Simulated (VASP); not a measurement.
Write the native input for VASP 6.6.1 that does the following.

```yaml
Task: single point
Functional: PBE
Potentials_or_basis: VASP PAW PBE potentials, release 64 (Ga_d, In_d, As)
Cutoff: 520 eV
k_mesh: 6 × 6 × 2
Occupations: fermi-dirac, width 0.02 eV
Spin: no spin polarisation
Dipole_correction: no
Further_INCAR_settings: ALGO = Normal; EDIFF = 1e-06; NBANDS = 36
```

The structure of InGa2As3 lies in POSCAR:

```
InGa2As3
1.0
    4.1696675922      0.0000000000      0.0000000000
   -2.0848337961      3.6110380601      0.0000000000
    0.0000000000      0.0000000000     10.2382683084
Ga In As
2 1 3
Direct
    0.0000000000      0.0000000000     -0.0064675914
    0.6666666667      0.3333333333      0.6731368028
    0.3333333333      0.6666666667      0.3351147105
    0.6666666667      0.3333333333      0.9165176748
    0.3333333333      0.6666666667      0.5958530906
    0.0000000000      0.0000000000      0.2358453128
```

One way to write it, as run:

INCAR

```
ALGO     = Normal         # electronic algorithm
EDIFF    = 1E-6           # SCF threshold, eV
ENCUT    = 520            # plane-wave cutoff, eV
GGA      = PE             # functional
ISIF     = 2              # what is computed and relaxed
ISMEAR   = -1             # smearing method
LASPH    = T              # aspherical terms in the spheres
LCHARG   = F              # write CHGCAR
LREAL    = F              # projectors in reciprocal space
LWAVE    = F              # write WAVECAR
NBANDS   = 36             # bands
NELM     = 100            # most SCF steps
PREC     = Accurate       # precision mode
SIGMA    = 0.02           # smearing width, eV
```

KPOINTS

```
k-points
0
Gamma
  6 6 2
```

Potentials or basis: VASP PAW PBE potentials, release 64 (Ga_d, In_d, As).

Command:

```sh
$ cat potpaw_PBE.64/Ga_d/POTCAR potpaw_PBE.64/In_d/POTCAR potpaw_PBE.64/As/POTCAR > POTCAR
$ mpirun -np 1 vasp_std > vasp.out
```

Results of the run:

```json
{"Pressure": "0.1 GPa", "Largest force": "0.010 eV/Å", "Band gap on the k mesh": "zero (filled and empty bands touch)"}
```

Caveat: semilocal functionals underestimate gaps, and a narrow one can read as zero; spin-orbit coupling is left out, which moves the levels of the heavy elements.

It took 2.9 min on 1 thread of Intel Xeon 8259CL, with other jobs on the host, peak memory 0.31 GiB.
